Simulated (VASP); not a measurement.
A run of VASP 6.6.1:

File INCAR:

```
SYSTEM = MgBe2Te3
ALGO = Normal
EDIFF = 1E-6
EDIFFG = -0.04
ENCUT = 600
GGA = PE
IBRION = 2
ISIF = 3
ISMEAR = 0
LASPH = .True.
LCHARG = .False.
LREAL = .False.
LWAVE = .False.
NELM = 60
NSW = 90
PREC = Accurate
SIGMA = 0.1
```

The input KPOINTS:

```
k-points
0
Gamma
  3 3 6
  0 0 0
```

Contents of POSCAR:

```
MgBe2Te3
1.0
    8.0340625826      0.0000000000      0.0000000000
   -4.0170312913      6.9577022922      0.0000000000
    0.0000000000      0.0000000000      3.2100205354
Mg Be Te
1 2 3
Direct
    0.0000000000      0.0000000000      0.5000000000
    0.3333333333      0.6666666667      0.0000000000
    0.6666666667      0.3333333333      0.0000000000
    0.5000000000      0.0000000000      0.0000000000
    0.0000000000      0.5000000000      0.0000000000
    0.5000000000      0.5000000000      0.0000000000
```

Potentials or basis: VASP PAW PBE potentials, release 64 (Mg, Be, Te).

Command:

```bash
$ cat potpaw_PBE.64/Mg/POTCAR potpaw_PBE.64/Be/POTCAR potpaw_PBE.64/Te/POTCAR > POTCAR
$ mpirun -np 1 vasp_std > vasp.out
```

Hardware: 1 thread of AMD EPYC 7R13, on a shared host.

How long does it take, and how much memory?

Wall time 2.6 min on 1 thread of AMD EPYC 7R13 (shared host), peak memory 0.34 GiB. Counts: scf iterations 28, k points 12, ion steps 3.
